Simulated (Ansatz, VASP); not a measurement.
# TiB2: VASP beside Ansatz

Contents of INCAR:

```
SYSTEM = TiB2
  PREC = Accurate
  ENCUT = 520
  EDIFF = 1E-6
  ISMEAR = 0
  SIGMA = 0.1
  LREAL = .False.
  LASPH = .True.
  NELM = 60
  ALGO = Normal
  ISIF = 2
  LWAVE = .False.
  LCHARG = .True.
  GGA = PE
  LELF = .True.
  LVHAR = .True.
  NBANDS = 16
```

KPOINTS

```
regular mesh
0
Gamma
  18 18 14
  0 0 0
```

Contents of POSCAR:

```
TiB2
1.0
    3.0318048489      0.0000000000      0.0000000000
   -1.5159024245      2.6256200185      0.0000000000
    0.0000000000      0.0000000000      3.2242294749
Ti B
1 2
Direct
    0.0000000000      0.0000000000      0.0000000000
    0.3333333333      0.6666666667      0.5000000000
    0.6666666667      0.3333333333      0.5000000000
```

Input for Ansatz:

```yaml
crystal:
  lattice:
    - [3.0318048489, 0.0, 0.0]
    - [-1.5159024245, 2.6256200185, 0.0]
    - [0.0, 0.0, 3.2242294749]
  atoms:
    - { symbol: Ti, position: [0.0, 0.0, 0.0] }
    - { symbol: B, position: [0.3333333333, 0.6666666667, 0.5] }
    - { symbol: B, position: [0.6666666667, 0.3333333333, 0.5] }
basis:
  ecutwfc: 420
kpoints:
  mp_grid: { grid: [18, 18, 14] }
  band_path:
    path:
      - [[0.0, 0.0, 0.0], [0.5, 0.0, 0.0], [0.33333333, 0.33333333, 0.0], [0.0, 0.0, 0.0], [0.0, 0.0, 0.5], [0.5, 0.0, 0.5], [0.33333333, 0.33333333, 0.5], [0.0, 0.0, 0.5]]
      - [[0.5, 0.0, 0.5], [0.5, 0.0, 0.0]]
      - [[0.33333333, 0.33333333, 0.5], [0.33333333, 0.33333333, 0.0]]
    npoints: 14
hamiltonian:
  xc: pbe
scf:
  occupations: { method: gaussian, width: 0.1 }
  n_extra_bands: 7
output:
  forces: true
  stress: true
  eigenvalues: true
  populations: true
  dos: { projected: true, de: 0.02, nscf_kmesh: { grid: [22, 22, 17] } }
  bader: true
  write_density: true
  write_potential: true
  elf: true
  volumetric_format: npy
```

Alike in both runs: task single point; functional PBE; k mesh 18 × 18 × 14; occupations gaussian, width 0.1 eV; no spin polarisation.

|  | VASP | Ansatz |
| --- | --- | --- |
| version | VASP 6.6.1 | Ansatz 0.2.0 |
| potentials or method | VASP PAW PBE potentials, release 64 (Ti_sv, B), cutoff 520 eV | scalar-relativistic, plane waves, PAW |
| valence electrons in the cell | 18 | 18 |

VASP gave:

| Quantity | Value |
| --- | --- |
| gap on the k mesh at the Fermi level (eV) | none |
| pressure (GPa) | 0.2 |

**Question.** Estimate Ansatz's values.

**Answer.** gap on the k mesh at the Fermi level (eV): none; pressure (GPa): 0.0.

A gap of «none» marks a metal or a gap that the smearing closes.
